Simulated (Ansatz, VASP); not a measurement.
# FePt in VASP and in Ansatz

INCAR

```
SYSTEM = FePt
  ALGO = Normal
  EDIFF = 1E-6
  ENCUT = 520
  GGA = PE
  ISIF = 2
  ISMEAR = 0
  ISPIN = 2
  LASPH = .True.
  LCHARG = .False.
  LMAXMIX = 4
  LORBIT = 11
  LREAL = .False.
  LWAVE = .False.
  MAGMOM = 0 3
  NBANDS = 20
  NELM = 150
  PREC = Accurate
  SIGMA = 0.011
```

File KPOINTS:

```
k-points
0
Gamma
  10 10 7
  0 0 0
```

File POSCAR:

```
FePt
1.0
    2.7235000000      0.0000000000      0.0000000000
    0.0000000000      2.7235000000      0.0000000000
    0.0000000000      0.0000000000      3.7200000000
Pt Fe
1 1
Direct
    0.5000000000      0.5000000000      0.5000000000
    0.0000000000      0.0000000000      0.0000000000
```

input.yaml

```yaml
crystal:
  lattice:
    - [2.7235, 0.0, 0.0]
    - [0.0, 2.7235, 0.0]
    - [0.0, 0.0, 3.72]
  atoms:
    - { symbol: Pt, position: [0.5, 0.5, 0.5] }
    - { symbol: Fe, position: [0.0, 0.0, 0.0], spin: 3.0 }
kpoints:
  mp_grid: { grid: [10, 10, 7] }
scf:
  occupations: { method: gaussian, width: 0.011 }
hamiltonian:
  xc: pbe
  pseudopotentials: { kind: all_electron, lapw: { basis_error: 0.001 } }
magnetization:
  spin_polarized: true
output:
  forces: true
  stress: true
  eigenvalues: true
```

Alike in both runs: task single point; functional PBE; k mesh 10 × 10 × 7; occupations gaussian, width 0.011 eV; collinear spin.

|  | VASP | Ansatz |
| --- | --- | --- |
| version | VASP 6.6.1 | Ansatz 0.2.0 |
| potentials or method | VASP PAW PBE potentials, release 64 (Pt, Fe), cutoff 520 eV | all-electron LAPW, scalar-relativistic |

Ansatz gave:

- gap on the k mesh at the Fermi level (eV): none
- pressure (GPa): 3.4
- traceless stress, the component that is largest in VASP (GPa): 0.33
- net moment per atom (μB): 1.64
- size of the moment on the site where the two differ most (μB): 2.97

Q: Estimate VASP's values.

A: gap on the k mesh at the Fermi level (eV): none; pressure (GPa): 2.7; traceless stress, the component that is largest in VASP (GPa): 0.41; net moment per atom (μB): 1.62; size of the moment on the site where the two differ most (μB): 2.90.

Site moments also hang on the region over which each program counts them. A gap of «none» marks a metal or a gap that the smearing closes. Ansatz ran all-electron here, and VASP with PAW potentials.

Spin-orbit coupling is off throughout.
